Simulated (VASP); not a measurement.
## SnSe: single point with r2SCAN

SnSe, a slab with vacuum:

```
CELL_PARAMETERS angstrom
4.28609 0.00000 0.00000
0.00000 4.28609 0.00000
0.00000 0.00000 21.97970
ATOMIC_POSITIONS crystal
Sn 0.50000 0.00000 0.18570
Sn 0.50000 0.00000 0.68570
Sn 0.00000 0.50000 0.31430
Sn 0.00000 0.50000 0.81430
Se 0.50000 0.00000 0.30754
Se 0.50000 0.00000 0.80754
Se 0.00000 0.50000 0.19246
Se 0.00000 0.50000 0.69246
```

| Item | Value |
| --- | --- |
| Program | VASP 6.6.1 |
| Task | single point |
| Functional | r2SCAN |
| Potentials or basis | VASP PAW PBE potentials, release 64 (Sn_d, Se) |
| Cutoff | 520 eV |
| k mesh | 6 × 6 × 2 |
| Occupations | gaussian, width 0.05 eV |
| Spin | no spin polarisation |
| Dipole correction | no |
| Further INCAR settings | ALGO = Normal; EDIFF = 1e-06; NBANDS = 50 |

```yaml
Largest_force: 0.014 eV/Å
Band_gap_on_the_k_mesh: 1.76 eV
```

Forces on the atoms (eV/Å):
```
Sn   0.000  0.000 -0.012
Sn   0.000  0.000 -0.012
Sn   0.000  0.000  0.012
Sn   0.000  0.000  0.012
Se   0.000  0.000  0.014
Se   0.000  0.000  0.014
Se   0.000  0.000 -0.014
Se   0.000  0.000 -0.014
```

Levels at points of the mesh, in eV from the valence-band top:
```tsv
k point	band 38	band 39	band 40	band 41	band 42	band 43
(0.00, 0.00, 0.00)	-1.79	-0.26	-0.26	1.76	1.90	4.18
(0.50, 0.00, 0.00)	-0.15	-0.15	-0.15	1.85	1.85	1.85
(0.50, 0.50, 0.00)	-1.76	-1.76	-1.76	3.99	3.99	4.03
(0.00, 0.00, 0.50)	-1.79	-0.26	-0.26	1.82	1.82	4.24
(0.50, 0.00, 0.50)	-0.15	-0.15	-0.15	1.85	1.85	1.85
(0.50, 0.50, 0.50)	-1.76	-1.76	-1.76	4.01	4.01	4.01
```

Wall time 19 min on 1 thread of AMD EPYC 9R45 96-Core Processor (Zen 5), on a shared host, peak memory 0.61 GiB.

Caveat: there is no dipole correction, which matters where the two faces differ; the PAW data sets were made with another functional, which shifts forces and pressure a little; spin-orbit coupling is left out, which moves the levels of the heavy elements.
